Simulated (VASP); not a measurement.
Input of a VASP 6.6.1 run:

Contents of INCAR:

```
SYSTEM = NaCl
PREC = Accurate
ENCUT = 520
EDIFF = 1E-7
ISMEAR = 0
SIGMA = 0.02
LREAL = .False.
LASPH = .True.
NELM = 60
ALGO = Normal
ISIF = 2
LWAVE = .False.
LCHARG = .False.
GGA = PE
IVDW = 12
NBANDS = 14
```

Contents of KPOINTS:

```
regular mesh
0
Gamma
  8 8 8
  0 0 0
```

The input POSCAR:

```
NaCl
1.0
    0.0000000000      2.7889071830      2.7889071830
    2.7889071830      0.0000000000      2.7889071830
    2.7889071830      2.7889071830      0.0000000000
Na Cl
1 1
Direct
    0.0000000000      0.0000000000      0.0000000000
    0.5000000000      0.5000000000      0.5000000000
```

Potentials or basis: VASP PAW PBE potentials, release 64 (Na_pv, Cl).

Run with:

```bash
$ cat potpaw_PBE.64/Na_pv/POTCAR potpaw_PBE.64/Cl/POTCAR > POTCAR
$ mpirun -np 1 vasp_std > vasp.out
```

(1) Predict the dispersion energy per atom.

(2) Estimate the band gap on the k mesh.

(3) Estimate the pressure.

Answers

(1) -0.222 eV.

(2) 5.24 eV, direct.

(3) 0.0 GPa.
